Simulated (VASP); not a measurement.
# Al (Fm-3m) in VASP: a series of runs, part 2 of 2

VASP 6.6.1.

## Step 3: Single point, PBE+D3(BJ)

This run uses another cell than the first one, of 15.79 Å³/atom, 0.951 times its volume.

Contents of INCAR:

```
ALGO = Fast ; EDIFF = 1E-6
ENCUT = 520 ; GGA = PE
ISIF = 2 ; ISMEAR = 0
IVDW = 12 ; LASPH = T
LCHARG = F ; LREAL = F
LWAVE = F ; NBANDS = 8
NELM = 100 ; PREC = Accurate
SIGMA = 0.1
```

Contents of KPOINTS:

```
k-points
0
Gamma
  18 18 18
```

Contents of POSCAR:

```
Al
1.0
    0.0000000000      1.9911139929      1.9911139929
    1.9911139929      0.0000000000      1.9911139929
    1.9911139929      1.9911139929      0.0000000000
Al
1
Direct
    0.0000000000      0.0000000000      0.0000000000
```

Potentials or basis: VASP PAW PBE potentials, release 64 (Al).

Run with:

```bash
$ cat potpaw_PBE.64/Al/POTCAR > POTCAR
$ mpirun -np 1 vasp_std > vasp.out
```

Run time: 14 s. Hardware: 1 thread of Intel Xeon 6975P-C, shared host; peak memory 0.15 GiB.

It converged, with:

```yaml
Free_energy: -4.0888 eV
Pressure: 0.0 GPa
Dispersion_energy_per_atom: -0.352 eV
```

Levels at points of the mesh, in eV from the Fermi level:
```csv
k point,band 1,band 2,band 3,band 4,band 5
"(0.00, 0.00, 0.00)",-11.44,12.87,12.87,12.87,14.70
"(0.50, 0.00, 0.00)",-4.77,-4.44,11.67,11.67,11.89
"(0.50, 0.50, 0.00)",-3.03,-1.61,5.27,5.81,5.81
```

Caveat: pairwise dispersion overbinds metals, which lowers pressure and volume.

## Step 4: Relaxation of cell and atoms, PBE+D3(BJ)

Contents of INCAR:

```
SYSTEM = Al
PREC = Accurate ; ENCUT = 600
EDIFF = 1E-7 ; ISMEAR = 0
SIGMA = 0.1 ; LREAL = .FALSE.
LASPH = .TRUE. ; NELM = 60
ALGO = Normal ; ISIF = 3
LWAVE = .FALSE. ; LCHARG = .FALSE.
GGA = PE ; IVDW = 12
IBRION = 2 ; NSW = 100
EDIFFG = -0.002
```

Contents of KPOINTS:

```
Automatic mesh
0
G
  18 18 18
  0 0 0
```

Contents of POSCAR:

```
Al
1.0
    0.0000000000      2.0248050000      2.0248050000
    2.0248050000      0.0000000000      2.0248050000
    2.0248050000      2.0248050000      0.0000000000
Al
1
Direct
    0.0000000000      0.0000000000      0.0000000000
```

Potentials or basis: VASP PAW PBE potentials, release 64 (Al).

Run with:

```bash
$ cat potpaw_PBE.64/Al/POTCAR > POTCAR
$ mpirun -np 1 vasp_std > vasp.out
```

OUTCAR:

```text
SYSTEM = Al
   PREC = Accurate
   ENCUT = 600
   EDIFF = 1E-7
   ISMEAR = 0
   LREAL = .FALSE.
   LASPH = .TRUE.
   NELM = 60
   ISIF = 3
   GGA = PE
   IVDW = 12
   IBRION = 2
   NSW = 100
   EDIFFG = -0.002
 IVDW          = 12

 ion  position               nearest neighbor table
   1  0.000  0.000  0.000-

  LATTYP: Found a face centered cubic cell.
 ALAT       =     4.0496100000

  Lattice vectors:

 A1 = (   0.0000000000,   2.0248050000,   2.0248050000)
 A2 = (   2.0248050000,   0.0000000000,   2.0248050000)
 A3 = (   2.0248050000,   2.0248050000,   0.0000000000)

Analysis of symmetry for initial positions (statically):
=====================================================================
 Subroutine PRICEL returns:
 Original cell was already a primitive cell.

 Routine SETGRP: Setting up the symmetry group for a
 face centered cubic supercell.

 Subroutine GETGRP returns: Found 48 space group operations
 (whereof 48 operations were pure point group operations)
 out of a pool of 48 trial point group operations.

The static configuration has the point symmetry O_h .

Analysis of symmetry for dynamics (positions and initial velocities):
=====================================================================
 Subroutine PRICEL returns:
 Original cell was already a primitive cell.

 Routine SETGRP: Setting up the symmetry group for a
[... 139 lines left out ...]
  volume of cell :       16.60
 maximum number of plane-waves:       568
   NGX = 11   NGY = 11   NGZ = 11

--------------------------------------- Ionic step        1  -------------------------------------------

 number of electron       3.0000000 magnetization

 Free energy of the ion-electron system (eV)
  ---------------------------------------------------
  ext. energy  EPLUGINS =         0.00000000
  ---------------------------------------------------
  free energy    TOTEN  =        -3.74443679 eV

  energy without entropy =       -3.74155855  energy(sigma->0) =       -3.74299767

------------------------ aborting loop because EDIFF is reached ----------------------------------------

 Edisp (eV)   -0.33416

 E8    (eV) :    -0.1494
[... 69 lines left out ...]
--------------------------------------- Ionic step        3  -------------------------------------------

 number of electron       3.0000000 magnetization

 Free energy of the ion-electron system (eV)
  ---------------------------------------------------
  ext. energy  EPLUGINS =         0.00000000
  ---------------------------------------------------
  free energy    TOTEN  =        -3.73664952 eV

  energy without entropy =       -3.73371304  energy(sigma->0) =       -3.73518128

 E-fermi :   8.4689     XC(G=0): -10.3591

 val. band max:        8.4680329901   @ k =  -0.4444   0.3333   0.1111
 cond. band min:       8.4938581235   @ k =  -0.2222   0.3889   0.1667
 fundamental gap:      0.0258251334
 Fermi energy:         8.4689431899

 k-point     1 :       0.0000    0.0000    0.0000
  band No.  band energies     occupation
      1      -2.9729      2.00000
      2      21.3433      0.00000
      3      21.3433      0.00000
      4      21.3433      0.00000
      5      23.1796      0.00000
[... 177 lines left out ...]
 k-point    24 :      -0.2222    0.0556    0.0000
  band No.  band energies     occupation
      1      -1.2832      2.00000
      2      12.4146      0.00000
      3      18.0401      0.00000
      4      20.9650      0.00000
      5      22.7631      0.00000

 [... further k-points ...]

------------------------ aborting loop because EDIFF is reached ----------------------------------------

 Edisp (eV)   -0.35231

 E8    (eV) :    -0.1576
[... 24 lines left out ...]
  FREE ENERGIE OF THE ION-ELECTRON SYSTEM (eV)
  ---------------------------------------------------
  free  energy   TOTEN  =        -4.0889549462 eV

  energy  without entropy=       -4.0860184648  energy(sigma->0) =       -4.08748671

 reached required accuracy - stopping structural energy minimisation
```

Run time: 17 s. Hardware: 1 thread of Intel Xeon 6975P-C, shared host; peak memory 0.16 GiB.

What came out:

| Quantity | Value |
| --- | --- |
| Free energy | -4.0890 eV |
| Relaxed volume | 15.78 Å³/atom |
| Relaxed cell | a = 2.815 Å, b = 2.815 Å, c = 2.815 Å, α = 60.00°, β = 60.00°, γ = 60.00° |
| Space group after relaxing (to 0.05 Å) | Fm-3m (No. 225) |
| Energy gained by relaxing | 10.4 meV/atom |
| Ionic steps | 3 |
| Pressure after relaxing | 0.0 GPa |
| Dispersion energy per atom | -0.352 eV |

Step by step:
| step | energy change (eV) | largest force (eV/Å) | pressure (GPa) | volume (Å³) |
| --- | --- | --- | --- | --- |
| 1 | 0.0000 | 0.0000 | -3.85 | 16.60 |
| 2 | -0.0101 | 0.0000 | 0.65 | 15.66 |
| 3 | -0.0104 | 0.0000 | 0.01 | 15.78 |

Final structure:
```xyz
1
Lattice="0.0000 1.9908 1.9908 1.9908 0.0000 1.9908 1.9908 1.9908 0.0000" Properties=species:S:1:pos:R:3 pbc="T T T"
Al    0.0000    0.0000    0.0000
```

Levels at points of the mesh, in eV from the Fermi level:
```
           k point  band 1  band 2  band 3  band 4  band 5
(0.00, 0.00, 0.00)  -11.44   12.87   12.87   12.87   14.71
(0.50, 0.00, 0.00)   -4.77   -4.44   11.67   11.67   11.90
(0.50, 0.50, 0.00)   -3.03   -1.61    5.27    5.81    5.81
```

Caveat: pairwise dispersion overbinds metals, which lowers pressure and volume.

## Step 5: Overview

```csv
task,cell,k mesh,cutoff (eV),gap on the mesh (eV),pressure (GPa)
single point,"a = 2.864 Å, angles 60.0°, 1 atom",8 × 8 × 8,520,none,-3.8
single point,"a = 2.816 Å, angles 60.0°, 1 atom",18 × 18 × 18,520,none,0.0
relaxation of cell and atoms,"relaxed from a = 2.864 Å, angles 60.0°, 1 atom",18 × 18 × 18,600,none,0.0
```

Alike in all rows: level PBE+D3(BJ); potentials or basis VASP PAW PBE potentials, release 64 (Al); no spin polarisation; smearing gaussian 0.1 eV.

Caveats: pairwise dispersion overbinds metals, which lowers pressure and volume.

Total energies depend on the potentials used, so only differences within one code and one set of settings carry meaning.
